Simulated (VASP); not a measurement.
# Sn3S5 (Pmmm) in VASP: relaxation of cell and atoms with PBE

Aim: the relaxation of cell and atoms of Sn3S5 with PBE.

Program: VASP 6.6.1. These are calculated values, not measurements. Logs are shortened: lines on timing, memory, paths and dates and some standing lists are left out, and cuts for length are marked.

**1. The cell of the first run**

The structure is orthorhombic, space group Pmmm (No. 47). The conventional cell has a = 4.631 Å, b = 4.765 Å, c = 9.596 Å, α = 90.00°, β = 90.00°, γ = 90.00°. Within 4.3 Å of Sn (site symmetry mm2) lie 10 S at 3.23 to 3.49 Å and 2 Sn at 3.44 Å. Within 4.4 Å of Sn (site symmetry mmm) lie 8 S at 3.32 to 3.33 Å and 4 Sn at 3.44 Å. Within 4.3 Å of S (site symmetry mmm) lie 4 S at 3.28 Å and 8 Sn at 3.32 to 3.49 Å. S (site symmetry mmm) has 4 Sn at 3.28 Å and 8 S at 3.32 to 3.39 Å within 4.3 Å. Within 4.3 Å of S (site symmetry mmm) lie 4 Sn at 3.23 Å and 8 S at 3.32 to 3.43 Å. Within 4.3 Å of S (site symmetry mm2) lie 6 S at 3.28 to 3.43 Å and 6 Sn at 3.33 Å.

The cell was generated, and may not be a known phase.

**2. Relaxation of cell and atoms, PBE**

Input file INCAR:

```
PREC = Accurate
ENCUT = 600
EDIFF = 1E-6
ISMEAR = 0
SIGMA = 0.2
LREAL = False
LASPH = True
NELM = 100
ALGO = Normal
ISIF = 3
LWAVE = False
LCHARG = False
GGA = PE
IBRION = 2
NSW = 36
EDIFFG = -0.08
```

Input file KPOINTS:

```
regular mesh
0
Gamma
  4 4 2
```

Input file POSCAR:

```
Sn3S5
1.0
    4.6309624400      0.0000000000      0.0000000000
    0.0000000000      4.7650177700      0.0000000000
    0.0000000000      0.0000000000      9.5958164500
Sn S
3 5
Direct
    0.0000000000      0.5000000000      0.7650652400
    0.0000000000      0.5000000000      0.2349347600
    0.5000000000      0.5000000000      0.5000000000
    0.0000000000      0.0000000000      0.5000000000
    0.0000000000      0.0000000000      0.0000000000
    0.5000000000      0.5000000000      0.0000000000
    0.5000000000      0.0000000000      0.7422336900
    0.5000000000      0.0000000000      0.2577663100
```

Potentials or basis: VASP PAW PBE potentials, release 64 (Sn_d, S).

Run with:

```
> cat potpaw_PBE.64/Sn_d/POTCAR potpaw_PBE.64/S/POTCAR > POTCAR
> mpirun -np 1 vasp_std > vasp.out
```

OUTCAR:

```text
PREC = Accurate
   ENCUT = 600
   EDIFF = 1E-6
   ISMEAR = 0
   LREAL = False
   LASPH = True
   NELM = 100
   ISIF = 3
   GGA = PE
   IBRION = 2
   NSW = 36
   EDIFFG = -0.08

 ion  position               nearest neighbor table
   1  0.000  0.500  0.765-   6 3.23   6 3.23   3 3.44   3 3.44
   2  0.000  0.500  0.235-   6 3.23   6 3.23   3 3.44   3 3.44
   3  0.500  0.500  0.500-   1 3.44   2 3.44   1 3.44   2 3.44
   4  0.000  0.000  0.500-
   5  0.000  0.000  0.000-
   6  0.500  0.500  0.000-   1 3.23   2 3.23   1 3.23   2 3.23
   7  0.500  0.000  0.742-
   8  0.500  0.000  0.258-

  LATTYP: Found a simple orthorhombic cell.
 ALAT       =     4.6309624400
 B/A-ratio  =     1.0289476176
 C/A-ratio  =     2.0720998225

  Lattice vectors:

 A1 = (   4.6309624400,   0.0000000000,   0.0000000000)
 A2 = (   0.0000000000,   4.7650177700,   0.0000000000)
 A3 = (   0.0000000000,   0.0000000000,   9.5958164500)

Analysis of symmetry for initial positions (statically):
=====================================================================
 Subroutine PRICEL returns:
 Original cell was already a primitive cell.

 Routine SETGRP: Setting up the symmetry group for a
 simple orthorhombic supercell.

 Subroutine GETGRP returns: Found  8 space group operations
 (whereof  8 operations were pure point group operations)
 out of a pool of  8 trial point group operations.

The static configuration has the point symmetry D_2h.

Analysis of symmetry for dynamics (positions and initial velocities):
=====================================================================
 Subroutine PRICEL returns:
 Original cell was already a primitive cell.

 Routine SETGRP: Setting up the symmetry group for a
 simple orthorhombic supercell.

 Subroutine GETGRP returns: Found  8 space group operations
 (whereof  8 operations were pure point group operations)
 out of a pool of  8 trial point group operations.

The dynamic configuration has the point symmetry D_2h.

 Subroutine INISYM returns: Found  8 space group operations
 (whereof  8 operations are pure point group operations),
 and found     1 'primitive' translations

----------------------------------------------------------------------------------------

                                     Primitive cell

  volume of cell :     211.7472

  direct lattice vectors                    reciprocal lattice vectors
     4.630962440  0.000000000  0.000000000     0.215937834  0.000000000  0.000000000
     0.000000000  4.765017770  0.000000000     0.000000000  0.209862806  0.000000000
     0.000000000  0.000000000  9.595816450     0.000000000  0.000000000  0.104212081

  length of vectors
     4.630962440  4.765017770  9.595816450     0.215937834  0.209862806  0.104212081
[... 71 lines left out ...]
   dimension x,y,z NGX =    40 NGY =   40 NGZ =   80
   dimension x,y,z NGXF=    80 NGYF=   80 NGZF=  160
   ions per type =               3   5
   NGX,Y,Z   is equivalent  to a cutoff of  14.36, 13.96, 13.86 a.u.
   NGXF,Y,Z  is equivalent  to a cutoff of  28.72, 27.91, 27.72 a.u.
 SYSTEM =  unknown system
   PREC   = accura    normal or accurate (medium, high low for compatibility)
   ISTART =      0    job   : 0-new  1-cont  2-samecut
   ICHARG =      2    charge: 1-file 2-atom 10-const
   ISPIN  =      1    spin polarized calculation?
   LNONCOLLINEAR =      F non collinear calculations
   LSORBIT =      F    spin-orbit coupling
   LASPH  =      T    aspherical Exc in radial PAW
   ENCUT  =  600.0 eV  44.10 Ry    6.64 a.u.   9.25  9.52 19.17*2*pi/ulx,y,z
   NELM   =    100;   NELMIN=  2; NELMDL= -5     # of ELM steps
   EDIFF  = 0.1E-05   stopping-criterion for ELM
   LREAL  =      F    real-space projection
   EDIFFG = -.8E-01   stopping-criterion for IOM
   NSW    =     36    number of steps for IOM
   IBRION =      2    ionic relax: 0-MD 1-quasi-New 2-CG
   NFREE  =      1    steps in history (QN), initial steepest desc. (CG)
   ISIF   =      3    stress and relaxation
   ISYM   =      2    0-nonsym 1-usesym 2-fastsym
   POTIM  = 0.5000    time-step for ionic-motion
   TEBEG  =    0.0;   TEEND  =   0.0 temperature during run
   PSTRESS=    0.0 pullay stress
   NELECT =      72.0000    total number of electrons
   NUPDOWN=      -1.0000    fix difference up-down
   EMIN   =  10.00;   EMAX   =-10.00  energy-range for DOS
   EFERMI =   0.00;   METHOD = LEGACY
   ISMEAR =     0;   SIGMA  =   0.20  broadening in eV -4-tet -1-fermi 0-gaus
   EFERMI_NEDOS =   21; number of points for ismear=-14 and -15
   IALGO  =     38    algorithm
   IMIX   =      4    mixing-type and parameters
     AMIX     =   0.40;   BMIX     =  1.00
     AMIX_MAG =   1.60;   BMIX_MAG =  1.00
  volume/ion in A,a.u.               =      26.47       178.62
  Fermi-wavevector in a.u.,A,eV,Ry     =   1.142650  2.159295 17.764423  1.305648
  Thomas-Fermi vector in A             =   2.279347
   LORBIT       =      0    0 simple, 1 ext, 2 COOP (PROOUT), +10 PAW based schemes
   GGA     = PE    functional components
   LHFCALC =     F    Hartree Fock is set to
   AEXX    =    0.0000 exact exchange contribution
   IVDW    =     0    specifies the selected vdW correction
   LEPSILON=     F    determine dielectric tensor
   LRPA    =     F    only Hartree local field effects (RPA)
 conjugate gradient relaxation of ions
 non-spin polarized calculation
 Gauss-broadening in eV      SIGMA  =   0.20
  energy-cutoff  :      600.00
  volume of cell :      211.75
 maximum number of plane-waves:      7090
 NGX is ok and might be reduce to    40
   NGX = 19   NGY = 19   NGZ = 39

--------------------------------------- Ionic step        1  -------------------------------------------

 number of electron      72.0000000 magnetization

 Free energy of the ion-electron system (eV)
  ---------------------------------------------------
  ext. energy  EPLUGINS =         0.00000000
  ---------------------------------------------------
  free energy    TOTEN  =       -27.93231757 eV

  energy without entropy =      -27.78124574  energy(sigma->0) =      -27.85678166

 E-fermi :   4.3015     XC(G=0):  -9.4192

 val. band max:        4.2872102587   @ k =   0.2500   0.2500   0.0000
 cond. band min:       4.3105992813   @ k =   0.0000   0.2500   0.0000
 fundamental gap:      0.0233890226
 Fermi energy:         4.3014907453
[... 1783 lines left out ...]
     42       9.8911      0.00000
     43      10.3777      0.00000

[... ionic steps 4 to 23 ...]

--------------------------------------- Ionic step       24  -------------------------------------------

 number of electron      72.0000005 magnetization

------------------------ aborting loop because EDIFF is reached ----------------------------------------
[... 79 lines left out ...]
--------------------------------------- Ionic step       26  -------------------------------------------

 number of electron      72.0000023 magnetization

 Free energy of the ion-electron system (eV)
  ---------------------------------------------------
  ext. energy  EPLUGINS =         0.00000000
  ---------------------------------------------------
  free energy    TOTEN  =       -32.49987642 eV

  energy without entropy =      -32.42706118  energy(sigma->0) =      -32.46346880

 E-fermi :   5.8280     XC(G=0):  -9.7864

 val. band max:        5.8028087451   @ k =   0.2500   0.0000   0.0000
 cond. band min:       5.9134105021   @ k =   0.0000   0.2500   0.5000
 fundamental gap:      0.1106017570
 Fermi energy:         5.8280000943
[... 861 lines left out ...]
  FREE ENERGIE OF THE ION-ELECTRON SYSTEM (eV)
  ---------------------------------------------------
  free  energy   TOTEN  =       -32.4998764161 eV

  energy  without entropy=      -32.4270611786  energy(sigma->0) =      -32.46346880

 reached required accuracy - stopping structural energy minimisation
```

It took 35 min on 1 thread of Intel Xeon 6975P-C (Granite Rapids), shared host; peak memory 0.47 GiB.

What came out:

| Property | Result |
| --- | --- |
| Free energy | -32.4999 eV |
| Relaxed volume | 23.31 Å³/atom |
| Relaxed cell | a = 3.794 Å, b = 3.681 Å, c = 13.354 Å, α = 90.00°, β = 90.00°, γ = 90.00° |
| Space group after relaxing (to 0.1 Å) | Pmmm (No. 47) |
| Pressure after relaxing | 0.3 GPa |
| Largest force after relaxing | 0.033 eV/Å |
| Band gap on the k mesh | zero (bands 36 and 37 overlap by 0.45 eV) |

Forces on the atoms (eV/Å):
```
Sn   0.000  0.000 -0.033
Sn   0.000  0.000  0.033
Sn   0.000  0.000  0.000
S    0.000  0.000  0.000
S    0.000  0.000  0.000
S    0.000  0.000  0.000
S    0.000  0.000  0.002
S    0.000  0.000 -0.002
```

Final structure:
```yaml
crystal:
  lattice:
    - [3.79357, 0.00000, 0.00000]
    - [0.00000, 3.68053, 0.00000]
    - [0.00000, 0.00000, 13.35417]
  atoms:
    - { symbol: Sn, position: [0.00000, 0.50000, 0.80653] }
    - { symbol: Sn, position: [0.00000, 0.50000, 0.19347] }
    - { symbol: Sn, position: [0.50000, 0.50000, 0.50000] }
    - { symbol: S, position: [0.00000, 0.00000, 0.50000] }
    - { symbol: S, position: [0.00000, 0.00000, 0.00000] }
    - { symbol: S, position: [0.50000, 0.50000, 0.00000] }
    - { symbol: S, position: [0.50000, 0.00000, 0.73261] }
    - { symbol: S, position: [0.50000, 0.00000, 0.26739] }
```

Caveat: semilocal functionals underestimate gaps, and a narrow one can read as zero; a cell axis changed by over 15 % at a fixed basis, so the end point is rough; spin-orbit coupling is left out, which moves the levels of the heavy elements; the relaxation stopped at a loose force limit of 0.08 eV/Å, so its end isn't a converged minimum.

The gap in the log of VASP goes by the Fermi energy; the results here count the filled bands.